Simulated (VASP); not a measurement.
Here is a VASP 6.6.1 calculation.

INCAR

```
SYSTEM = AgCl
PREC     = Accurate       ! precision mode
ENCUT    = 500            ! plane-wave cutoff, eV
EDIFF    = 1E-6           ! SCF threshold, eV
ISMEAR   = 0              ! smearing method
SIGMA    = 0.02           ! smearing width, eV
LREAL    = .FALSE.        ! projectors in reciprocal space
LASPH    = .TRUE.         ! aspherical terms in the spheres
NELM     = 120            ! most SCF steps
ALGO     = Normal         ! electronic algorithm
ISIF     = 2              ! what is computed and relaxed
LWAVE    = .FALSE.        ! write WAVECAR
LCHARG   = .FALSE.        ! write CHGCAR
GGA      = PE             ! functional
NBANDS   = 26             ! bands
GGA_COMPAT= .FALSE.
```

The input KPOINTS:

```
regular mesh
0
G
  8 8 6
  0 0 0
```

File POSCAR:

```
AgCl
1.0
    3.8968383756      0.0000000000      0.1485931014
    0.0000000000      4.0688170622      0.0000000000
   -0.3340934022      0.0000000000      5.9104534206
Ag Cl
2 2
Direct
    0.1419789397      0.2540302957      0.2315886791
    0.8580210603      0.7540302957      0.7684113209
    0.6325243063      0.7459697043      0.2669208529
    0.3674756937      0.2459697043      0.7330791471
```

Potentials or basis: VASP PAW PBE potentials, release 64 (Ag, Cl).

Command:

```sh
$ cat potpaw_PBE.64/Ag/POTCAR potpaw_PBE.64/Cl/POTCAR > POTCAR
$ mpirun -np 1 vasp_std > vasp.out
```

Q: Predict the band gap on the k mesh.

A: 0.55 eV (least direct gap 1.85 eV).

Q: Estimate the pressure.

A: -2.8 GPa.

Forces on the atoms (eV/Å):
```
Ag   0.012 -0.019  0.010
Ag  -0.012 -0.019 -0.010
Cl   0.328  0.019 -0.241
Cl  -0.328  0.019  0.241
```

Caveat: the cell differs from its parent crystal (strained and its atoms moved). A k mesh can miss the band edges.
